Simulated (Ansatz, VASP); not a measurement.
Ru5C in VASP and in Ansatz

File INCAR:

```
ALGO     = Normal         # electronic algorithm
DIPOL    = 0.5 0.5 0.367
EDIFF    = 1E-7           # SCF threshold, eV
ENCUT    = 520            # plane-wave cutoff, eV
IDIPOL   = 3            
ISIF     = 2              # what is computed and relaxed
ISMEAR   = 0              # smearing method
ISPIN    = 2              # spin polarisation
LASPH    = True           # aspherical terms in the spheres
LCHARG   = False          # write CHGCAR
LDIPOL   = True         
LMAXMIX  = 4              # l up to which the mixer works
LORBIT   = 11             # projections on sites
LREAL    = False          # projectors in reciprocal space
LWAVE    = False          # write WAVECAR
MAGMOM   = 0 0 0 0 0 2    # initial moments
NBANDS   = 50             # bands
NELM     = 150            # most SCF steps
PREC     = Accurate       # precision mode
SIGMA    = 0.1            # smearing width, eV
```

Contents of KPOINTS:

```
k-points
0
Gamma
  12 12 1
```

File POSCAR:

```
Ru5C
1.0
    2.6740588505      0.0000000000      0.0000000000
   -1.3370294253      2.3158028958      0.0000000000
    0.0000000000      0.0000000000     25.3999246690
Ru C
5 1
Direct
    0.6666666667      0.3333333333      0.1574807820
    0.3333333333      0.6666666667      0.2406849853
    0.6666666667      0.3333333333      0.3240221034
    0.3333333333      0.6666666667      0.4078536871
    0.6666666667      0.3333333333      0.4881874585
    0.6666666667      0.3333333333      0.5814948218
```

Input for Ansatz:

```yaml
crystal:
  lattice:
    - [2.6740588505, 0.0, 0.0]
    - [-1.3370294253, 2.3158028958, 0.0]
    - [0.0, 0.0, 25.399924669]
  atoms:
    - { symbol: Ru, position: [0.6666666667, 0.3333333333, 0.157480782] }
    - { symbol: Ru, position: [0.3333333333, 0.6666666667, 0.2406849853] }
    - { symbol: Ru, position: [0.6666666667, 0.3333333333, 0.3240221034] }
    - { symbol: Ru, position: [0.3333333333, 0.6666666667, 0.4078536871] }
    - { symbol: Ru, position: [0.6666666667, 0.3333333333, 0.4881874585] }
    - { symbol: C, position: [0.6666666667, 0.3333333333, 0.5814948218], spin: 2.0 }
basis:
  ecutwfc: 420
kpoints:
  mp_grid: { grid: [12, 12, 1] }
hamiltonian:
  xc: lda
  pseudopotentials: { kind: paw, azcp: { folder: soft_1 } }
scf:
  occupations: { method: gaussian, width: 0.1 }
output:
  forces: true
  eigenvalues: true
  populations: true
magnetization:
  spin_polarized: true
efield:
  axis: 3
  dipole_correction: true
  ramp_width: 0.04
```

Alike in both runs: task single point; functional LDA; k mesh 12 × 12 × 1; occupations gaussian, width 0.1 eV; collinear spin.

|  | VASP | Ansatz |
| --- | --- | --- |
| version | VASP 6.6.1 | Ansatz 0.2.0 |
| potentials or method | VASP PAW LDA potentials, release 64 (Ru_pv, C), cutoff 520 eV | scalar-relativistic, plane waves, PAW |
| valence electrons in the cell | 74 | 84 |

Ansatz gave:

```
gap on the k mesh at the Fermi level (eV) : none
rms of the force components (eV/Å)        : 0.851
net moment per atom (μB)                  : 0.00
```

Question: Estimate VASP's values.

Answer: gap on the k mesh at the Fermi level (eV): none; rms of the force components (eV/Å): 0.854; net moment per atom (μB): 0.00.

Ansatz warns that its potentials were made for another functional, while VASP's fit it. LDA's correlation is that of Perdew and Zunger in VASP and of Perdew and Wang (1992) in Ansatz. Atom by atom the forces differ by 0.018 eV/Å (rms over components). A gap of «none» marks a metal or a gap that the smearing closes. VASP's potentials hold 74 valence electrons a cell and Ansatz's 84, so a difference there can come from the potentials and not from the codes. Ansatz's warnings: seeded moment not kept.
